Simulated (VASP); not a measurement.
# InSe (C2/m) in VASP: further runs

The runs below take InSe through electric field gradients, with PBEsol.

All numbers are computed with VASP 6.6.1; they aren't measurements. Logs are shortened: lines on timing, memory, paths and dates and some standing lists are left out, and cuts for length are marked.

## (1) The cell of the first run

The structure is monoclinic, space group C2/m (No. 12). The conventional cell has a = 11.697 Å, b = 4.096 Å, c = 4.595 Å, α = 90.00°, β = 110.30°, γ = 90.00°. Within 3.5 Å of In (site symmetry m) lie 5 Se at 2.57 to 3.50 Å and 1 In at 2.73 Å. Se (site symmetry m) has 5 In at 2.57 to 3.50 Å and 3 Se at 3.50 to 3.51 Å within 3.6 Å.

## (2) Electric field gradients, PBEsol (25.81 Å³/atom)

The input, INCAR:

```
SYSTEM = InSe
ALGO     = Normal         ! electronic algorithm
EDIFF    = 1E-8           ! SCF threshold, eV
ENCUT    = 520            ! plane-wave cutoff, eV
GGA      = PS             ! functional
ISIF     = 2              ! what is computed and relaxed
ISMEAR   = -1             ! smearing method
LASPH    = .TRUE.         ! aspherical terms in the spheres
LCHARG   = .FALSE.        ! write CHGCAR
LEFG     = .TRUE.       
LREAL    = .FALSE.        ! projectors in reciprocal space
LWAVE    = .FALSE.        ! write WAVECAR
NBANDS   = 27             ! bands
NELM     = 60             ! most SCF steps
PREC     = Accurate       ! precision mode
SIGMA    = 0.02           ! smearing width, eV
```

The input, KPOINTS:

```
k-points
0
G
  7 7 6
  0 0 0
```

The input, POSCAR:

```
InSe
1.0
    5.8482774374     -2.0481270390      0.0000000000
    5.8482774374      2.0481270390      0.0000000000
   -1.5940664399      0.0000000000      4.3091959091
In Se
2 2
Direct
    0.8840000000      0.8840000000      0.0050000000
    0.1160000000      0.1160000000      0.9950000000
    0.6600000000      0.6600000000      0.6420000000
    0.3400000000      0.3400000000      0.3580000000
```

Potentials or basis: VASP PAW PBE potentials, release 64 (In_d, Se).

The run is started by

```console
> cat potpaw_PBE.64/In_d/POTCAR potpaw_PBE.64/Se/POTCAR > POTCAR
> mpirun -np 1 vasp_std > vasp.out
```

OUTCAR:

```text
SYSTEM = InSe
   EDIFF = 1E-8
   ENCUT = 520
   GGA = PS
   ISIF = 2
   ISMEAR = -1
   LASPH = .TRUE.
   LREAL = .FALSE.
   NELM = 60
   PREC = Accurate

 ion  position               nearest neighbor table
   1  0.884  0.884  0.005-   3 2.57   2 2.73   4 2.77   4 2.77   2 3.73   2 3.73
   2  0.116  0.116  0.995-   4 2.57   1 2.73   3 2.77   3 2.77   1 3.73   1 3.73
   3  0.660  0.660  0.642-   1 2.57   2 2.77   2 2.77
   4  0.340  0.340  0.358-   2 2.57   1 2.77   1 2.77

  LATTYP: Found a base centered monoclinic cell.
 ALAT       =    11.6965548748
 B/A-ratio  =     0.3502103074
 C/A-ratio  =     0.3928152938
 COS(beta)  =    -0.3469445484

  Lattice vectors:

 A1 = (   5.8482774374,  -2.0481270390,   0.0000000000)
 A2 = (   5.8482774374,   2.0481270390,   0.0000000000)
 A3 = (  -1.5940664399,   0.0000000000,   4.3091959091)

Analysis of symmetry for initial positions (statically):
=====================================================================
 Subroutine PRICEL returns:
 Original cell was already a primitive cell.

 Routine SETGRP: Setting up the symmetry group for a
 base centered monoclinic supercell.

 Subroutine GETGRP returns: Found  4 space group operations
 (whereof  4 operations were pure point group operations)
 out of a pool of  4 trial point group operations.

The static configuration has the point symmetry C_2h.

Analysis of symmetry for dynamics (positions and initial velocities):
=====================================================================
 Subroutine PRICEL returns:
 Original cell was already a primitive cell.

 Routine SETGRP: Setting up the symmetry group for a
 base centered monoclinic supercell.

 Subroutine GETGRP returns: Found  4 space group operations
 (whereof  4 operations were pure point group operations)
 out of a pool of  4 trial point group operations.

The dynamic configuration has the point symmetry C_2h.

 Subroutine INISYM returns: Found  4 space group operations
 (whereof  4 operations are pure point group operations),
 and found     1 'primitive' translations

----------------------------------------------------------------------------------------

                                     Primitive cell

  volume of cell :     103.2312

  direct lattice vectors                    reciprocal lattice vectors
     5.848277437 -2.048127039  0.000000000     0.085495260 -0.244125482  0.031626579
     5.848277437  2.048127039  0.000000000     0.085495260  0.244125482  0.031626579
    -1.594066440  0.000000000  4.309195909     0.000000000  0.000000000  0.232061856

  length of vectors
     6.196545276  6.196545276  4.594585639     0.260589583  0.260589583  0.232061856

  position of ions in fractional coordinates (direct lattice)
     0.884000000  0.884000000  0.005000000
     0.116000000  0.116000000  0.995000000
     0.660000000  0.660000000  0.642000000
     0.340000000  0.340000000  0.358000000

  ion indices of the primitive-cell ions
   primitive index   ion index
                 1           1
                 2           2
                 3           3
                 4           4

----------------------------------------------------------------------------------------

 KPOINTS: k-points

Automatic generation of k-mesh.
 Grid dimensions read from file:
 generate k-points for:    7    7    6

 Generating k-lattice:

  Cartesian coordinates                     Fractional coordinates (reciprocal lattice)
     0.012213609 -0.034875069  0.004518083     0.142857143 -0.000000000  0.000000000
     0.012213609  0.034875069  0.004518083    -0.000000000  0.142857143  0.000000000
     0.000000000  0.000000000  0.038676976     0.000000000  0.000000000  0.166666667

  Length of vectors
     0.037227083  0.037227083  0.038676976

[... 39 lines left out ...]
   dimension x,y,z NGXF=    96 NGYF=   96 NGZF=   72
   ions per type =               2   2
   NGX,Y,Z   is equivalent  to a cutoff of  12.88, 12.88, 13.03 a.u.
   NGXF,Y,Z  is equivalent  to a cutoff of  25.76, 25.76, 26.05 a.u.
 SYSTEM =  InSe
   PREC   = accura    normal or accurate (medium, high low for compatibility)
   ISTART =      0    job   : 0-new  1-cont  2-samecut
   ICHARG =      2    charge: 1-file 2-atom 10-const
   ISPIN  =      1    spin polarized calculation?
   LNONCOLLINEAR =      F non collinear calculations
   LSORBIT =      F    spin-orbit coupling
   LASPH  =      T    aspherical Exc in radial PAW
   ENCUT  =  520.0 eV  38.22 Ry    6.18 a.u.  11.52 11.52  8.54*2*pi/ulx,y,z
   NELM   =     60;   NELMIN=  2; NELMDL= -5     # of ELM steps
   EDIFF  = 0.1E-07   stopping-criterion for ELM
   LREAL  =      F    real-space projection
   EDIFFG = 0.1E-06   stopping-criterion for IOM
   NSW    =      0    number of steps for IOM
   IBRION =     -1    ionic relax: 0-MD 1-quasi-New 2-CG
   NFREE  =      0    steps in history (QN), initial steepest desc. (CG)
   ISIF   =      2    stress and relaxation
   ISYM   =      2    0-nonsym 1-usesym 2-fastsym
   POTIM  = 0.5000    time-step for ionic-motion
   TEBEG  =    0.0;   TEEND  =   0.0 temperature during run
   PSTRESS=    0.0 pullay stress
   NELECT =      38.0000    total number of electrons
   NUPDOWN=      -1.0000    fix difference up-down
   EMIN   =  10.00;   EMAX   =-10.00  energy-range for DOS
   EFERMI =   0.00;   METHOD = LEGACY
   ISMEAR =    -1;   SIGMA  =   0.02  broadening in eV -4-tet -1-fermi 0-gaus
   EFERMI_NEDOS =   21; number of points for ismear=-14 and -15
   IALGO  =     38    algorithm
   IMIX   =      4    mixing-type and parameters
     AMIX     =   0.40;   BMIX     =  1.00
     AMIX_MAG =   1.60;   BMIX_MAG =  1.00
  volume/ion in A,a.u.               =      25.81       174.16
  Fermi-wavevector in a.u.,A,eV,Ry     =   1.173273  2.217164 18.729359  1.376569
  Thomas-Fermi vector in A             =   2.309688
   LORBIT       =      0    0 simple, 1 ext, 2 COOP (PROOUT), +10 PAW based schemes
   GGA     = PS    functional components
   LHFCALC =     F    Hartree Fock is set to
   AEXX    =    0.0000 exact exchange contribution
   IVDW    =     0    specifies the selected vdW correction
   LEPSILON=     F    determine dielectric tensor
   LRPA    =     F    only Hartree local field effects (RPA)
 non-spin polarized calculation
  energy-cutoff  :      520.00
  volume of cell :      103.23
 maximum number of plane-waves:      2808
 NGX is ok and might be reduce to    48
   NGX = 23   NGY = 23   NGZ = 17

 number of electron      38.0000002 magnetization

 Free energy of the ion-electron system (eV)
  ---------------------------------------------------
  ext. energy  EPLUGINS =         0.00000000
  ---------------------------------------------------
  free energy    TOTEN  =       -15.45289932 eV

  energy without entropy =      -15.45289932  energy(sigma->0) =      -15.45289932

 E-fermi :   5.3361     XC(G=0):  -9.8110

 val. band max:        4.8977907569   @ k =  -0.2857  -0.2857   0.3333
 cond. band min:       5.8068595607   @ k =   0.4286   0.4286   0.0000
 fundamental gap:      0.9090688038
 Fermi energy:         5.3361252723

 k-point     1 :       0.0000    0.0000    0.0000
  band No.  band energies     occupation
      1      -9.7692      2.00000
      2      -9.7186      2.00000
      3      -9.4049      2.00000
      4      -9.3881      2.00000
      5      -9.3439      2.00000
      6      -9.3396      2.00000
[... 709 lines left out ...]
     26      11.5064      0.00000
     27      12.4793      0.00000

 [... further k-points ...]

------------------------ aborting loop because EDIFF is reached ----------------------------------------

  FORCE on cell =-STRESS in cart. coord.  units (eV):
  Direction    XX          YY          ZZ          XY          YZ          ZX
  --------------------------------------------------------------------------------------
  -------------------------------------------------------------------------------------
  Total        1.7373718     -0.6499491     -0.0899897      0.0000000      0.0000000      1.4989909
  in kB       26.9644932    -10.0873898     -1.3966656      0.0000000      0.0000000     23.2647545
  external PRESSURE =       5.1601459 kB  Pullay stress =       0.0000000 kB

 VOLUME and BASIS-vectors are now :
 -----------------------------------------------------------------------------
  energy-cutoff  :      520.00
  volume of cell :      103.23
      direct lattice vectors                 reciprocal lattice vectors
     5.848277437 -2.048127039  0.000000000     0.085495260 -0.244125482  0.031626579
     5.848277437  2.048127039  0.000000000     0.085495260  0.244125482  0.031626579
    -1.594066440  0.000000000  4.309195909     0.000000000  0.000000000  0.232061856

 POSITION                                       TOTAL-FORCE (eV/Angst)
 -----------------------------------------------------------------------------------
     10.33178      0.00000      0.02155        -0.133358      0.000000      0.523314
     -0.22930      0.00000      4.28765         0.133358      0.000000     -0.523314
      6.69634      0.00000      2.76650        -0.729605      0.000000     -0.102246
      3.40615      0.00000      1.54269         0.729605      0.000000      0.102246
 -----------------------------------------------------------------------------------
    total drift:                               -0.000000     -0.000000      0.000000

  FREE ENERGIE OF THE ION-ELECTRON SYSTEM (eV)
  ---------------------------------------------------
  free  energy   TOTEN  =       -15.4528993174 eV

  energy  without entropy=      -15.4528993174  energy(sigma->0) =      -15.45289932

 Electric field gradients (V/A^2)
---------------------------------------------------------------------
 ion       V_xx      V_yy      V_zz      V_xy      V_xz      V_yz
---------------------------------------------------------------------
   1    -178.355    98.813    79.542    -0.000   -45.727     0.000
   2    -178.355    98.813    79.542    -0.000   -45.727     0.000
   3      70.626   -23.740   -46.886     0.000    17.012     0.000
   4      70.626   -23.740   -46.886     0.000    17.012     0.000
---------------------------------------------------------------------

 Electric field gradients after diagonalization (V/A^2)
 (convention: |V_zz| > |V_xx| > |V_yy|)
----------------------------------------------------------------------
 ion       V_xx      V_yy      V_zz     asymmetry (V_yy - V_xx)/ V_zz
----------------------------------------------------------------------
   1      98.813    87.409  -186.223       0.061
   2      98.813    87.409  -186.223       0.061
   3     -49.300   -23.740    73.040       0.350
   4     -49.300   -23.740    73.040       0.350
----------------------------------------------------------------------

           NMR quadrupolar parameters

 Cq : quadrupolar parameter    Cq=e*Q*V_zz/h
 eta: asymmetry parameters     (V_yy - V_xx)/ V_zz
 Q  : nuclear electric quadrupole moment in mb (millibarn)
----------------------------------------------------------------------
 ion       Cq(MHz)       eta       Q (mb)
----------------------------------------------------------------------
   1      -0.450       0.061       1.000
   2      -0.450       0.061       1.000
   3       0.177       0.350       1.000
   4       0.177       0.350       1.000
----------------------------------------------------------------------
```

It took 5.6 min on 1 thread of Intel Xeon Platinum 8488C (Sapphire Rapids), shared host; peak memory 0.41 GiB.

What came out:

```yaml
Free_energy: -15.4529 eV
Pressure: 0.5 GPa
Largest_force: 0.737 eV/Å
Band_gap_on_the_k_mesh: 0.91 eV (least direct gap 1.28 eV)
Largest_electric_field_gradient_by_atom: In -186.2; Se +73.0 V/Å²
```

Forces in eV/Å, atoms in the order of the input:
```
In  -0.133  0.000  0.523
In   0.133  0.000 -0.523
Se  -0.730  0.000 -0.102
Se   0.730  0.000  0.102
```

Electric field gradients, principal values (V/Å²):
```tsv
atom	least	middle	greatest (by size)
1 In	87.409	98.813	-186.223
2 In	87.409	98.813	-186.223
3 Se	-23.740	-49.300	73.040
4 Se	-23.740	-49.300	73.040
```

Caveat: without QUAD_EFG the Cq values of the log hold for a quadrupole moment of 1 mb, not for the nuclei; the PAW data sets were made with another functional, which shifts forces and pressure a little; spin-orbit coupling is left out, which moves the levels of the heavy elements; an odd mesh through Γ misses points on the zone boundary, where band edges can lie.

(Part 1 of 2 ends here.)
